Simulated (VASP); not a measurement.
Set up this calculation in VASP 6.6.1, as the native input.

* Task: single point
* Functional: PBEsol
* Potentials or basis: VASP PAW PBE potentials, release 64 (C, H)
* Cutoff: 520 eV
* k mesh: 4 × 3 × 1
* Occupations: fermi-dirac, width 0.05 eV
* Spin: no spin polarisation
* Dipole correction: no
* Further INCAR settings: LREAL = Auto; ALGO = Normal; EDIFF = 1e-06; NBANDS = 60

The structure of HC5 lies in POSCAR:

```
HC5
1.0
    1.7769010000     -1.7769010000      0.0000000000
    0.0000000000      0.0000000000      3.5538030000
  -18.9562120000    -18.9562120000      0.0000000000
C H
20 4
Direct
    0.0119200000      0.0073760000      0.6647060000
    0.9953420000      0.0032340000      0.4776710000
    0.0059140000      0.9982490000      0.2899300000
    0.0078300000      0.2581750000      0.6172820000
    0.0114570000      0.2502640000      0.4295010000
    0.9938090000      0.0074890000      0.5708730000
    0.9933410000      0.0022150000      0.3824720000
    0.0189450000      0.2423810000      0.7110630000
    0.9974130000      0.2533970000      0.5237420000
    0.9875570000      0.2414310000      0.3352280000
    0.5013510000      0.5006760000      0.6170540000
    0.4877480000      0.4877750000      0.4282640000
    0.5056130000      0.7579910000      0.5704020000
    0.4922450000      0.7478110000      0.3846490000
    0.5004640000      0.5061220000      0.7109230000
    0.4923020000      0.4904320000      0.5229400000
    0.4985380000      0.4963410000      0.3364650000
    0.4973110000      0.7506630000      0.6638900000
    0.5014350000      0.7522260000      0.4767270000
    0.4958570000      0.7440920000      0.2896230000
    0.9911320000      0.1870540000      0.2553230000
    0.9945250000      0.0728710000      0.7466350000
    0.4974580000      0.6937450000      0.7471120000
    0.5076020000      0.5584720000      0.2552540000
```

The input as run:

INCAR

```
SYSTEM = HC5
ALGO = Normal ; EDIFF = 1E-6
ENCUT = 520 ; GGA = PS
ISIF = 2 ; ISMEAR = -1
LASPH = .True. ; LCHARG = .False.
LREAL = Auto ; LWAVE = .False.
NBANDS = 60 ; NELM = 60
PREC = Accurate ; SIGMA = 0.05
```

KPOINTS

```
k-points
0
Gamma
  4 3 1
  0 0 0
```

Potentials or basis: VASP PAW PBE potentials, release 64 (C, H).

The run is started by

```sh
$ cat potpaw_PBE.64/C/POTCAR potpaw_PBE.64/H/POTCAR > POTCAR
$ mpirun -np 1 vasp_std > vasp.out
```

It gave:

The largest force is 3.741 eV/Å and the band gap on the k mesh is 2.04 eV.

Caveat: the k points lie up to 0.63 Å⁻¹ apart; the PAW data sets were made with another functional, which shifts forces and pressure a little.

It took 2.3 min on 1 thread of AMD EPYC 9R14 (Zen 4) (shared host), peak memory 0.32 GiB.
